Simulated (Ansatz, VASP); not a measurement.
## Two plane-wave programs on SnO2

File INCAR:

```
SYSTEM = SnO2
PREC = Accurate ; ENCUT = 520
EDIFF = 1E-6 ; ISMEAR = 0
SIGMA = 0.05 ; LREAL = .False.
LASPH = .True. ; NELM = 100
ALGO = Normal ; ISIF = 2
LWAVE = .False. ; LCHARG = .False.
GGA = PE ; NBANDS = 64
KPAR = 4
```

The input KPOINTS:

```
regular mesh
0
Gamma
  8 8 8
  0 0 0
```

Contents of POSCAR:

```
SnO2
1.0
    5.1697993239      0.0000000000      0.0000000000
    0.0000000000      5.1697993239      0.0000000000
    0.0000000000      0.0000000000      5.1697993239
Sn O
4 8
Direct
    0.0217609994      0.5000000000      0.5000000000
    0.5217609994      0.5000000000      0.0000000000
    0.5217609994      0.0000000000      0.5000000000
    0.0217609994      0.0000000000      0.0000000000
    0.3390931048      0.1609068952      0.8390931048
    0.1609068952      0.8390931048      0.3390931048
    0.8390931048      0.3390931048      0.1609068952
    0.6609068952      0.6609068952      0.6609068952
    0.3390931048      0.3390931048      0.3390931048
    0.1609068952      0.6609068952      0.8390931048
    0.8390931048      0.1609068952      0.6609068952
    0.6609068952      0.8390931048      0.1609068952
```

Input for Ansatz:

```yaml
crystal:
  lattice:
    - [5.1697993239, 0.0, 0.0]
    - [0.0, 5.1697993239, 0.0]
    - [0.0, 0.0, 5.1697993239]
  atoms:
    - { symbol: Sn, position: [0.0217609994, 0.5, 0.5] }
    - { symbol: Sn, position: [0.5217609994, 0.5, 0.0] }
    - { symbol: Sn, position: [0.5217609994, 0.0, 0.5] }
    - { symbol: Sn, position: [0.0217609994, 0.0, 0.0] }
    - { symbol: O, position: [0.3390931048, 0.1609068952, 0.8390931048] }
    - { symbol: O, position: [0.1609068952, 0.8390931048, 0.3390931048] }
    - { symbol: O, position: [0.8390931048, 0.3390931048, 0.1609068952] }
    - { symbol: O, position: [0.6609068952, 0.6609068952, 0.6609068952] }
    - { symbol: O, position: [0.3390931048, 0.3390931048, 0.3390931048] }
    - { symbol: O, position: [0.1609068952, 0.6609068952, 0.8390931048] }
    - { symbol: O, position: [0.8390931048, 0.1609068952, 0.6609068952] }
    - { symbol: O, position: [0.6609068952, 0.8390931048, 0.1609068952] }
basis:
  ecutwfc: 420
kpoints:
  mp_grid: { grid: [8, 8, 8] }
hamiltonian:
  xc: pbe
scf:
  occupations: { method: gaussian, width: 0.05 }
output:
  forces: true
  stress: true
  eigenvalues: true
```

Change from the starting cell: all Sn atoms moved +0.113 Å, as atom 1 along Cartesian [1 0 0].

Alike in both runs: task single point; functional PBE; k mesh 8 × 8 × 8; occupations gaussian, width 0.05 eV; no spin polarisation.

```csv
,VASP,Ansatz
version,VASP 6.6.1,Ansatz 0.2.0
potentials or method,"VASP PAW PBE potentials, release 64 (Sn_d, O), cutoff 520 eV","scalar-relativistic, plane waves, PAW"
valence electrons in the cell,104,104
```

|  | VASP | Ansatz | Ansatz less VASP |
| --- | --- | --- | --- |
| gap on the k mesh at the Fermi level (eV) | 0.57 | 0.58 | +0.010 |
| least direct gap on the mesh (eV) | 0.65 | 0.65 | +0.009 |
| pressure (GPa) | 1.9 | 1.4 | -0.57 |
| traceless stress, the component that is largest in VASP (GPa) | 0.39 | 0.41 | +0.024 |
| rms of the force components (eV/Å) | 0.634 | 0.615 | -0.0192 |

Atom by atom the forces differ by 0.020 eV/Å (rms over components). With one functional, cell and mesh, what is left measures potentials, basis and numerics.
